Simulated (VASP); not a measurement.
# CuOs2 (P6/mmm) in VASP: relaxation of cell and atoms with PBE

Aim: the relaxation of cell and atoms of CuOs2 with PBE.

All numbers are computed with VASP 6.6.1; they aren't measurements. Logs are shortened: lines on timing, memory, paths and dates and some standing lists are left out, and cuts for length are marked.

### 1 The cell of the first run

Symmetry: P6/mmm, No. 191, hexagonal system. Conventional cell: a = 4.319 Å, b = 4.319 Å, c = 2.658 Å, α = 90.00°, β = 90.00°, γ = 120.00°. Cu (site symmetry 6/mmm) has 2 Cu at 2.66 Å and 12 Os at 2.83 Å within 3.5 Å. Within 3.3 Å of Os (site symmetry -6m2) lie 5 Os at 2.49 to 2.66 Å and 6 Cu at 2.83 Å.

### 2 Relaxation of cell and atoms, PBE

INCAR reads:

```
ALGO = Normal ; EDIFF = 1E-7
EDIFFG = -0.01 ; ENCUT = 600
GGA = PE ; GGA_COMPAT = F
IBRION = 2 ; ISIF = 3
ISMEAR = 0 ; LASPH = T
LCHARG = F ; LREAL = F
LWAVE = F ; NELM = 120
NELMIN = 4 ; NSW = 100
PREC = Accurate ; SIGMA = 0.1
```

KPOINTS reads:

```
k-points
0
Gamma
  12 12 18
```

POSCAR reads:

```
CuOs2
1.0
    4.3194851737      0.0000000000      0.0000000000
   -2.1597425869      3.7407838917      0.0000000000
    0.0000000000      0.0000000000      2.6581940823
Cu Os
1 2
Direct
    0.0000000000      0.0000000000      0.0000000000
    0.3333333333      0.6666666667      0.5000000000
    0.6666666667      0.3333333333      0.5000000000
```

Potentials or basis: VASP PAW PBE potentials, release 64 (Cu, Os).

The run is started by

```
> cat potpaw_PBE.64/Cu/POTCAR potpaw_PBE.64/Os/POTCAR > POTCAR
> mpirun -np 1 vasp_std > vasp.out
```

OUTCAR:

```text
EDIFF = 1E-7
   EDIFFG = -0.01
   ENCUT = 600
   GGA = PE
   IBRION = 2
   ISIF = 3
   ISMEAR = 0
   LASPH = T
   LREAL = F
   NELM = 120
   NELMIN = 4
   NSW = 100
   PREC = Accurate

 ion  position               nearest neighbor table
   1  0.000  0.000  0.000-   2 2.83   3 2.83   2 2.83   3 2.83   3 2.83   3 2.83   2 2.83   2 2.83
                             3 2.83   3 2.83   2 2.83   2 2.83
   2  0.333  0.667  0.500-   3 2.49   3 2.49   3 2.49   1 2.83   1 2.83   1 2.83   1 2.83   1 2.83
                             1 2.83
   3  0.667  0.333  0.500-   2 2.49   2 2.49   2 2.49   1 2.83   1 2.83   1 2.83   1 2.83   1 2.83
                             1 2.83

  LATTYP: Found a hexagonal cell.
 ALAT       =     4.3194851737
 C/A-ratio  =     0.6153960427

  Lattice vectors:

 A1 = (   4.3194851737,   0.0000000000,   0.0000000000)
 A2 = (  -2.1597425869,   3.7407838917,   0.0000000000)
 A3 = (   0.0000000000,   0.0000000000,   2.6581940823)

Analysis of symmetry for initial positions (statically):
=====================================================================
 Subroutine PRICEL returns:
 Original cell was already a primitive cell.

 Routine SETGRP: Setting up the symmetry group for a
 hexagonal supercell.

 Subroutine GETGRP returns: Found 24 space group operations
 (whereof 24 operations were pure point group operations)
 out of a pool of 24 trial point group operations.

The static configuration has the point symmetry D_6h.

Analysis of symmetry for dynamics (positions and initial velocities):
=====================================================================
 Subroutine PRICEL returns:
 Original cell was already a primitive cell.

 Routine SETGRP: Setting up the symmetry group for a
 hexagonal supercell.

 Subroutine GETGRP returns: Found 24 space group operations
 (whereof 24 operations were pure point group operations)
 out of a pool of 24 trial point group operations.

The dynamic configuration has the point symmetry D_6h.

 Subroutine INISYM returns: Found 24 space group operations
 (whereof 24 operations are pure point group operations),
 and found     1 'primitive' translations

----------------------------------------------------------------------------------------

                                     Primitive cell

  volume of cell :      42.9518

  direct lattice vectors                    reciprocal lattice vectors
[... 101 lines left out ...]
   NUPDOWN=      -1.0000    fix difference up-down
   EMIN   =  10.00;   EMAX   =-10.00  energy-range for DOS
   EFERMI =   0.00;   METHOD = LEGACY
   ISMEAR =     0;   SIGMA  =   0.10  broadening in eV -4-tet -1-fermi 0-gaus
   EFERMI_NEDOS =   21; number of points for ismear=-14 and -15
   IALGO  =     38    algorithm
   IMIX   =      4    mixing-type and parameters
     AMIX     =   0.40;   BMIX     =  1.00
     AMIX_MAG =   1.60;   BMIX_MAG =  1.00
  volume/ion in A,a.u.               =      14.32        96.62
  Fermi-wavevector in a.u.,A,eV,Ry     =   1.402391  2.650134 26.758569  1.966699
  Thomas-Fermi vector in A             =   2.525157
   LORBIT       =      0    0 simple, 1 ext, 2 COOP (PROOUT), +10 PAW based schemes
   GGA     = PE    functional components
   LHFCALC =     F    Hartree Fock is set to
   AEXX    =    0.0000 exact exchange contribution
   IVDW    =     0    specifies the selected vdW correction
   LEPSILON=     F    determine dielectric tensor
   LRPA    =     F    only Hartree local field effects (RPA)
 conjugate gradient relaxation of ions
 non-spin polarized calculation
 Gauss-broadening in eV      SIGMA  =   0.10
  energy-cutoff  :      600.00
  volume of cell :       42.95
 maximum number of plane-waves:      1454
 NGX is ok and might be reduce to    36
   NGX = 17   NGY = 17   NGZ = 11

--------------------------------------- Ionic step        1  -------------------------------------------

 number of electron      27.0000006 magnetization

 Free energy of the ion-electron system (eV)
  ---------------------------------------------------
  ext. energy  EPLUGINS =         0.00000000
  ---------------------------------------------------
  free energy    TOTEN  =       -24.54508730 eV

  energy without entropy =      -24.53066309  energy(sigma->0) =      -24.53787519

------------------------ aborting loop because EDIFF is reached ----------------------------------------

  FORCE on cell =-STRESS in cart. coord.  units (eV):
  Direction    XX          YY          ZZ          XY          YZ          ZX
  --------------------------------------------------------------------------------------
  -------------------------------------------------------------------------------------
  Total        0.1420022      0.1420022     -0.1956492     -0.0000000      0.0000000     -0.0000000
  in kB        5.2969309      5.2969309     -7.2980584     -0.0000000      0.0000000     -0.0000000
  external PRESSURE =       1.0986011 kB  Pullay stress =       0.0000000 kB
[... 135 lines left out ...]
--------------------------------------- Ionic step        5  -------------------------------------------

 number of electron      27.0000006 magnetization

 Free energy of the ion-electron system (eV)
  ---------------------------------------------------
  ext. energy  EPLUGINS =         0.00000000
  ---------------------------------------------------
  free energy    TOTEN  =       -24.54562719 eV

  energy without entropy =      -24.53115336  energy(sigma->0) =      -24.53839028

 E-fermi :   7.8782     XC(G=0): -13.1964

 val. band max:        7.8704427875   @ k =   0.2500   0.2500   0.3333
 cond. band min:       7.8785369087   @ k =   0.3333   0.0000   0.3333
 fundamental gap:      0.0080941213
 Fermi energy:         7.8782293451

 k-point     1 :       0.0000    0.0000    0.0000
  band No.  band energies     occupation
      1      -1.9214      2.00000
      2       2.1150      2.00000
      3       3.7465      2.00000
      4       4.0420      2.00000
      5       4.0420      2.00000
      6       4.4290      2.00000
[... 457 lines left out ...]
      4       2.9385      2.00000
      5       3.4658      2.00000
      6       4.3478      2.00000
[... 9 lines left out ...]
     16       9.6773      0.00000
     17      10.5144      0.00000

 [... further k-points ...]

------------------------ aborting loop because EDIFF is reached ----------------------------------------

  FORCE on cell =-STRESS in cart. coord.  units (eV):
  Direction    XX          YY          ZZ          XY          YZ          ZX
  --------------------------------------------------------------------------------------
  -------------------------------------------------------------------------------------
  Total        0.0008083      0.0008083      0.0040175     -0.0000000      0.0000000     -0.0000000
  in kB        0.0301625      0.0301625      0.1499080     -0.0000000      0.0000000     -0.0000000
  external PRESSURE =       0.0700777 kB  Pullay stress =       0.0000000 kB
[... 18 lines left out ...]
  FREE ENERGIE OF THE ION-ELECTRON SYSTEM (eV)
  ---------------------------------------------------
  free  energy   TOTEN  =       -24.5456271947 eV

  energy  without entropy=      -24.5311533606  energy(sigma->0) =      -24.53839028

 reached required accuracy - stopping structural energy minimisation
```

CONTCAR:

```text
CuOs2
   1.00000000000000
     4.3261021670618343   -0.0000000000000883   -0.0000000000000000
    -2.1630510835810703    3.7465143760480903   -0.0000000000000000
    -0.0000000000000000    0.0000000000000000    2.6491996688172690
  Cu              Os
     1     2
Direct
     0.0000000000000000    0.0000000000000000    1.0000000000000000
     0.3333333332999970    0.6666666667000030    0.5000000000000000
     0.6666666667000030    0.3333333332999970    0.5000000000000000

  0.00000000E+00  0.00000000E+00  0.00000000E+00
  0.00000000E+00  0.00000000E+00  0.00000000E+00
  0.00000000E+00  0.00000000E+00  0.00000000E+00
```

Run time: 15 min. Hardware: 1 thread of Oxide Virtual Turin-like, shared host; peak memory 0.3 GiB.

Results:

```yaml
Free_energy: -24.5456 eV
Relaxed_volume: 14.31 Å³/atom
Relaxed_cell: a = 4.326 Å, b = 4.326 Å, c = 2.649 Å, α = 90.00°, β = 90.00°, γ = 120.00°
Space_group_after_relaxing_to_0.1_Å: P6/mmm (No. 191)
Energy_gained_by_relaxing: 0.2 meV/atom
Ionic_steps: 5
Pressure_after_relaxing: 0.0 GPa
Band_gap_on_the_k_mesh: zero (an odd number of electrons rules out a gap without spin polarisation)
```

The path:
| step | energy change (eV) | largest force (eV/Å) | pressure (GPa) | volume (Å³) |
| --- | --- | --- | --- | --- |
| 1 | 0.0000 | 0.0000 | 0.11 | 42.95 |
| 2 | -0.0004 | 0.0000 | -0.46 | 43.01 |
| 3 | -0.0005 | 0.0000 | -0.35 | 43.00 |
| 4 | -0.0003 | 0.0000 | 0.66 | 42.83 |
| 5 | -0.0005 | 0.0000 | 0.01 | 42.94 |

Final structure:
```xyz
3
Lattice="4.3261 0.0000 0.0000 -2.1631 3.7465 0.0000 0.0000 0.0000 2.6492" Properties=species:S:1:pos:R:3 pbc="T T T"
Cu    0.0000    0.0000    2.6492
Os    0.0000    2.4977    1.3246
Os    2.1631    1.2488    1.3246
```

Levels at points of the mesh, in eV from the Fermi level:
```csv
k point,band 10,band 11,band 12,band 13,band 14,band 15,band 16,band 17
"(0.00, 0.00, 0.00)",-2.54,-2.46,-2.46,-0.73,-0.73,1.73,1.73,4.79
"(0.50, 0.00, 0.00)",-2.50,-1.92,-0.60,-0.48,-0.05,1.07,1.15,1.86
"(0.00, 0.00, 0.50)",-1.91,-1.83,-1.83,-0.70,-0.30,-0.30,4.05,4.23
"(0.50, 0.00, 0.50)",-1.77,-1.75,-1.42,-0.23,1.19,2.87,2.92,4.85
```

Caveat: spin-orbit coupling is left out, which moves the levels of the heavy elements.
